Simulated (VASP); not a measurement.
# CdSb2O4 in VASP: a series of runs, part 2 of 2

VASP 6.6.1. The steps go on from the part before.

## Step 3: Single point, PBE

This run uses another cell than the first one, of 17.12 Å³/atom.

Input file INCAR:

```
PREC = Accurate
ENCUT = 520
EDIFF = 1E-6
ISMEAR = 0
SIGMA = 0.1
LREAL = F
LASPH = T
NELM = 100
ALGO = Normal
ISIF = 2
LWAVE = F
LCHARG = F
GGA = PE
NBANDS = 32
```

Input file KPOINTS:

```
Automatic mesh
0
Gamma
  4 4 2
```

Input file POSCAR:

```
CdSb2O4
1.0
    0.0000000000     -3.4145816677      0.0000000000
   -5.5974704763      1.7072908339      0.0050209794
    2.6896680955      0.0000000000     -6.2728328419
Cd Sb O
1 2 4
Direct
    1.0000000000      1.0000000000      0.5000000000
    0.2166921142      0.4333842284      0.2357938248
    0.7833078858      0.5666157716      0.7642061752
    0.1878846906      0.3757693812      0.8181200698
    0.6375706091      0.2751412182      0.4722527971
    0.8121153094      0.6242306188      0.1818799302
    0.3624293909      0.7248587818      0.5277472029
```

Potentials or basis: VASP PAW PBE potentials, release 64 (Cd, Sb, O).

Launch:

```sh
> cat potpaw_PBE.64/Cd/POTCAR potpaw_PBE.64/Sb/POTCAR potpaw_PBE.64/O/POTCAR > POTCAR
> mpirun -np 1 vasp_std > vasp.out
```

OUTCAR:

```text
PREC = Accurate
   ENCUT = 520
   EDIFF = 1E-6
   ISMEAR = 0
   LREAL = F
   LASPH = T
   NELM = 100
   ISIF = 2
   GGA = PE

 ion  position               nearest neighbor table
   1  0.000  0.000  0.500-   4 2.35   6 2.35   5 2.36   7 2.36   7 2.36   5 2.36   3 3.42   2 3.42
                             3 3.42   2 3.42   3 3.55   2 3.55
   2  0.217  0.433  0.236-   7 2.02   6 2.12   6 2.12   5 2.73   5 2.73   4 2.74   1 3.42   1 3.42
                             1 3.55
   3  0.783  0.567  0.764-   5 2.02   4 2.12   4 2.12   7 2.73   7 2.73   6 2.74   1 3.42   1 3.42
                             1 3.55
   4  0.188  0.376  0.818-   3 2.12   3 2.12   1 2.35   2 2.74
   5  0.638  0.275  0.472-   3 2.02   1 2.36   1 2.36   2 2.73   2 2.73
   6  0.812  0.624  0.182-   2 2.12   2 2.12   1 2.35   3 2.74
   7  0.362  0.725  0.528-   2 2.02   1 2.36   1 2.36   3 2.73   3 2.73

  LATTYP: Found a base centered monoclinic cell.
 ALAT       =    11.1949454565
 B/A-ratio  =     0.3050110142
 C/A-ratio  =     0.6096640161
 COS(beta)  =    -0.3949058499

  Lattice vectors:

 A1 = (  -5.5974704763,  -1.7072908338,   0.0050209794)
 A2 = (  -5.5974704763,   1.7072908339,   0.0050209794)
 A3 = (   2.6896680955,   0.0000000000,  -6.2728328419)

Analysis of symmetry for initial positions (statically):
=====================================================================
 Subroutine PRICEL returns:
 Original cell was already a primitive cell.

 Routine SETGRP: Setting up the symmetry group for a
 base centered monoclinic supercell.

 Subroutine GETGRP returns: Found  4 space group operations
 (whereof  4 operations were pure point group operations)
 out of a pool of  4 trial point group operations.

The static configuration has the point symmetry C_2h.

Analysis of symmetry for dynamics (positions and initial velocities):
=====================================================================
[... 132 lines left out ...]
  Thomas-Fermi vector in A             =   2.325841
   LORBIT       =      0    0 simple, 1 ext, 2 COOP (PROOUT), +10 PAW based schemes
   GGA     = PE    functional components
   LHFCALC =     F    Hartree Fock is set to
   AEXX    =    0.0000 exact exchange contribution
   IVDW    =     0    specifies the selected vdW correction
   LEPSILON=     F    determine dielectric tensor
   LRPA    =     F    only Hartree local field effects (RPA)
 non-spin polarized calculation
 Gauss-broadening in eV      SIGMA  =   0.10
  energy-cutoff  :      520.00
  volume of cell :      119.85
 maximum number of plane-waves:      3254
 NGX is ok and might be reduce to    28
   NGX = 13   NGY = 21   NGZ = 25

 number of electron      45.9999999 magnetization

 Free energy of the ion-electron system (eV)
  ---------------------------------------------------
  ext. energy  EPLUGINS =         0.00000000
  ---------------------------------------------------
  free energy    TOTEN  =       -37.28101520 eV

  energy without entropy =      -37.28101520  energy(sigma->0) =      -37.28101520

 E-fermi :   3.9388     XC(G=0):  -9.5895

 val. band max:        3.4276447569   @ k =   0.0000   0.5000   0.5000
 cond. band min:       5.4975549420   @ k =   0.0000   0.5000   0.5000
 fundamental gap:      2.0699101851
 Fermi energy:         3.9387825737

 k-point     1 :       0.0000    0.0000    0.0000
  band No.  band energies     occupation
      1     -15.2377      2.00000
      2     -14.4077      2.00000
      3     -13.7558      2.00000
      4     -13.1587      2.00000
      5      -4.7084      2.00000
      6      -4.1162      2.00000
[... 479 lines left out ...]
     31      10.8833      0.00000
     32      12.8231      0.00000

------------------------ aborting loop because EDIFF is reached ----------------------------------------

  FORCE on cell =-STRESS in cart. coord.  units (eV):
  Direction    XX          YY          ZZ          XY          YZ          ZX
  --------------------------------------------------------------------------------------
  -------------------------------------------------------------------------------------
  Total        0.1337412     -0.0613538      0.0133460     -0.0000000     -0.0000000      0.1402060
  in kB        1.7879266     -0.8202123      0.1784164     -0.0000000     -0.0000000      1.8743516
  external PRESSURE =       0.3820436 kB  Pullay stress =       0.0000000 kB

 VOLUME and BASIS-vectors are now :
 -----------------------------------------------------------------------------
  energy-cutoff  :      520.00
  volume of cell :      119.85
      direct lattice vectors                 reciprocal lattice vectors
     0.000000000 -3.414581668  0.000000000    -0.089360433 -0.292861644 -0.038316007
    -5.597470476  1.707290834  0.005020979    -0.178720865  0.000000000 -0.076632013
     2.689668096  0.000000000 -6.272832842    -0.000143054  0.000000000 -0.159478946

 POSITION                                       TOTAL-FORCE (eV/Angst)
 -----------------------------------------------------------------------------------
      1.34483      0.00000     -3.13642         0.000000      0.000000     -0.000000
     -1.79165      0.00000     -1.47692         0.018513     -0.000000      0.035623
     -1.11615     -1.70729     -4.79089        -0.018513      0.000000     -0.035623
      0.09711      0.00000     -5.13004        -0.034573      0.000000     -0.012741
     -0.26989     -1.70729     -2.96098        -0.045686      0.000000      0.013112
     -3.00492     -1.70729     -1.13777         0.034573     -0.000000      0.012741
     -2.63791      0.00000     -3.30683         0.045686     -0.000000     -0.013112
 -----------------------------------------------------------------------------------
    total drift:                                0.000000      0.000000     -0.000000

  FREE ENERGIE OF THE ION-ELECTRON SYSTEM (eV)
  ---------------------------------------------------
  free  energy   TOTEN  =       -37.2810152031 eV

  energy  without entropy=      -37.2810152031  energy(sigma->0) =      -37.28101520
```

Wall time 33 s (1 thread of Intel Xeon 6975P-C (Granite Rapids), shared host); peak memory 0.27 GiB.

What came out:

```yaml
Free_energy: -37.2810 eV
Pressure: 0.0 GPa
Largest_force: 0.048 eV/Å
Band_gap_on_the_k_mesh: 2.07 eV
```

Forces in eV/Å, atoms in the order of the input:
```
Cd   0.000  0.000  0.000
Sb   0.019  0.000  0.036
Sb  -0.019  0.000 -0.036
O   -0.035  0.000 -0.013
O   -0.046  0.000  0.013
O    0.035  0.000  0.013
O    0.046  0.000 -0.013
```

Stress tensor (GPa, compression positive):
```
 0.18  0.00  0.19
 0.00 -0.08  0.00
 0.19  0.00  0.02
```

Caveat: the k points lie up to 0.48 Å⁻¹ apart; spin-orbit coupling is left out, which moves the levels of the heavy elements.

## Step 4: Single point, PBE

This run uses another cell than the first one, of 17.08 Å³/atom.

Input file INCAR:

```
SYSTEM = CdSb2O4
PREC = Accurate
ENCUT = 520
EDIFF = 1E-6
ISMEAR = 0
SIGMA = 0.1
LREAL = .FALSE.
LASPH = .TRUE.
NELM = 60
ALGO = Normal
ISIF = 2
LWAVE = .FALSE.
LCHARG = .TRUE.
GGA = PE
LELF = .TRUE.
LVHAR = .TRUE.
NBANDS = 32
```

Input file KPOINTS:

```
Automatic mesh
0
G
  4 4 2
  0 0 0
```

Input file POSCAR:

```
CdSb2O4
1.0
    0.0158140741     -3.4265623355     -0.0055509789
   -5.5958459303      1.7393097661      0.0081716741
    2.6854803026     -0.0228149030     -6.2464104667
Cd Sb O
1 2 4
Direct
    0.9999887386      0.9999979379      0.5000087753
    0.2106903284      0.4324456198      0.2336783523
    0.7892886679      0.5675646453      0.7662388229
    0.1888247156      0.3779003324      0.8204537648
    0.6394673021      0.2742579623      0.4738801377
    0.8112243313      0.6221771646      0.1796076547
    0.3605159162      0.7256563377      0.5261324922
```

Launch:

```sh
> cat potpaw_PBE.64/Cd/POTCAR potpaw_PBE.64/Sb/POTCAR potpaw_PBE.64/O/POTCAR > POTCAR
> mpirun -np 1 vasp_std > vasp.out
```

It took 47 s on 1 thread of Intel Xeon 6975P-C (Granite Rapids), shared host; peak memory 0.28 GiB.

It converged, with:

| Item | Value |
| --- | --- |
| Free energy | -37.2800 eV |
| Pressure | 0.1 GPa |
| Largest force | 0.063 eV/Å |
| Band gap on the k mesh | 2.10 eV |

Forces on the atoms (eV/Å):
```
Cd   0.000  0.000 -0.001
Sb   0.031  0.000  0.017
Sb  -0.031  0.000 -0.018
O   -0.026 -0.001 -0.023
O   -0.057 -0.004  0.026
O    0.026  0.001  0.024
O    0.058  0.005 -0.025
```

Stress tensor (GPa, compression positive):
```
 0.29  0.07  0.17
 0.07 -0.14 -0.02
 0.17 -0.02  0.04
```

Levels at points of the mesh, in eV from the valence-band top:
| k point | band 19 | band 20 | band 21 | band 22 | band 23 | band 24 | band 25 | band 26 | band 27 | band 28 |
| --- | --- | --- | --- | --- | --- | --- | --- | --- | --- | --- |
| (0.00, 0.00, 0.00) | -1.82 | -1.49 | -1.19 | -1.11 | -0.17 | 3.15 | 3.60 | 4.05 | 5.26 | 5.56 |
| (0.50, 0.00, 0.00) | -2.13 | -1.85 | -0.81 | -0.47 | -0.45 | 3.41 | 4.05 | 4.87 | 4.94 | 5.77 |
| (0.00, 0.50, 0.00) | -1.93 | -1.26 | -0.94 | -0.58 | -0.09 | 2.44 | 3.47 | 4.39 | 4.94 | 5.75 |
| (0.50, 0.50, 0.00) | -2.09 | -1.81 | -0.81 | -0.47 | -0.46 | 3.38 | 4.07 | 4.87 | 4.93 | 5.73 |
| (0.00, 0.00, 0.50) | -1.58 | -1.53 | -1.14 | -0.52 | -0.38 | 2.60 | 2.81 | 4.32 | 4.63 | 6.23 |
| (0.50, 0.00, 0.50) | -1.69 | -1.57 | -1.16 | -0.89 | -0.76 | 3.53 | 3.57 | 5.22 | 5.48 | 5.70 |
| (0.00, 0.50, 0.50) | -1.77 | -1.64 | -0.59 | -0.38 | 0.00 | 2.10 | 3.22 | 3.87 | 5.45 | 6.33 |
| (0.50, 0.50, 0.50) | -1.75 | -1.49 | -1.15 | -0.90 | -0.76 | 3.52 | 3.53 | 5.23 | 5.42 | 5.72 |

Caveat: the k points lie up to 0.48 Å⁻¹ apart; spin-orbit coupling is left out, which moves the levels of the heavy elements. A k mesh can miss the band edges.

## Step 5: The runs side by side

| cell | k mesh | smearing | gap on the mesh (eV) | pressure (GPa) | largest force (eV/Å) |
| --- | --- | --- | --- | --- | --- |
| a = 3.454, b = 6.704, c = 5.829 Å, angles 112.4, 107.2, 90.0°, 7 atoms, atomic positions A | 4 × 2 × 2 | gaussian 0.15 eV | 2.14 | 0.3 | 0.08 |
| a = 3.415, b = 5.852, c = 6.825 Å, angles 112.2, 90.0, 107.0°, 7 atoms, atomic positions B | 4 × 4 × 2 | gaussian 0.1 eV | 2.07 | 0.0 | 0.05 |
| a = 3.427, b = 5.860, c = 6.799 Å, angles 112.3, 89.6, 107.5°, 7 atoms, atomic positions C | 4 × 4 × 2 | gaussian 0.1 eV | 2.10 | 0.1 | 0.06 |

Alike in all rows: task single point; level PBE; potentials or basis VASP PAW PBE potentials, release 64 (Cd, Sb, O); no spin polarisation; cutoff (eV) 520.

Caveats: all runs use coarse meshes; spin-orbit coupling is left out, which moves the levels of the heavy elements.

Total energies depend on the potentials used, so only differences within one code and one set of settings carry meaning.
